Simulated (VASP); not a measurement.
Wanted: the native input for a VASP 6.6.1 run.

```yaml
Task: single point
Functional: PBE
Potentials_or_basis: VASP PAW PBE potentials, release 64 (Li_sv, Ag, C)
Cutoff: 520 eV
k_mesh: 9 × 9 × 6
Occupations: gaussian, width 0.02 eV
Spin: no spin polarisation
Dipole_correction: no
Further_INCAR_settings: ALGO = Normal; EDIFF = 1e-06; NBANDS = 19
```

The structure of LiAgC2 lies in POSCAR:

```
LiAgC2
1.0
    3.8252404245      0.0000000000      0.0000000000
   -1.9126202122      3.3127553831      0.0000000000
    0.0000000000      0.0000000000      4.8507775210
Li Ag C
1 1 2
Direct
    0.0000000000      0.0000000000      0.5000000000
    0.6666666700      0.3333333300      0.0000000000
    0.6666666700      0.3333333300      0.6324667667
    0.6666666700      0.3333333300      0.3675332333
```

This cell differs from its parent crystal: strained and its atoms moved.

One way to write it, as run:

INCAR

```
PREC     = Accurate       # precision mode
ENCUT    = 520            # plane-wave cutoff, eV
EDIFF    = 1E-6           # SCF threshold, eV
ISMEAR   = 0              # smearing method
SIGMA    = 0.02           # smearing width, eV
LREAL    = False          # projectors in reciprocal space
LASPH    = True           # aspherical terms in the spheres
NELM     = 100            # most SCF steps
ALGO     = Normal         # electronic algorithm
ISIF     = 2              # what is computed and relaxed
LWAVE    = False          # write WAVECAR
LCHARG   = False          # write CHGCAR
GGA      = PE             # functional
NBANDS   = 19             # bands
```

KPOINTS

```
Automatic mesh
0
Gamma
  9 9 6
```

Potentials or basis: VASP PAW PBE potentials, release 64 (Li_sv, Ag, C).

The run is started by

```console
$ cat potpaw_PBE.64/Li_sv/POTCAR potpaw_PBE.64/Ag/POTCAR potpaw_PBE.64/C/POTCAR > POTCAR
$ mpirun -np 1 vasp_std > vasp.out
```

It gave:

- Largest force: 8.114 eV/Å
- Band gap on the k mesh: 0.91 eV, indirect (least direct gap 1.30 eV)

Caveat: the cell differs from its parent crystal (strained and its atoms moved); forces of over 1 eV/Å act on the atoms, so gaps and moduli don't describe the material at rest.

Run time: 37 s on 1 thread of AMD EPYC 7R13 Processor (Zen 3), with other jobs on the host, peak memory 0.18 GiB.
